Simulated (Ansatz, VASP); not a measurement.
**TaN in VASP and in Ansatz**

```
Ta N
1.0
     5.18500    0.00000    0.00000
    -2.59250    4.49034    0.00000
     0.00000    0.00000    2.90800
Ta N
3 3
Direct
  0.00000 0.00000 0.00000
  0.33333 0.66667 0.50000
  0.66667 0.33333 0.50000
  0.50000 0.00000 0.00000
  0.50000 0.50000 0.00000
  0.00000 0.50000 0.00000
```

Alike in both runs: task electric field gradients; functional LDA; k mesh 5 × 5 × 8; occupations fermi-dirac, width 0.03 eV; no spin polarisation.

|  | VASP | Ansatz |
| --- | --- | --- |
| version | VASP 6.6.1 | Ansatz 0.2.0 |
| potentials or method | VASP PAW LDA potentials, release 64 (Ta_sv_GW, N) | PAW with Ansatz's default frozen-core files, scalar-relativistic |
| plane-wave cutoff (eV) | 520 | 420 |
| valence electrons in the cell | 54 | 54 |

```csv
,VASP,Ansatz,Ansatz less VASP
pressure (GPa),-4.0,-4.7,-0.69
"traceless stress, the component that is largest in VASP (GPa)",-1.35,-1.69,-0.331
size of Vzz on the site where it differs most (V/Å²),411.1,458.3,+47.19
```

LDA's correlation is that of Perdew and Zunger in VASP and of Perdew and Wang (1992) in Ansatz.

Neither program's run includes spin-orbit coupling.
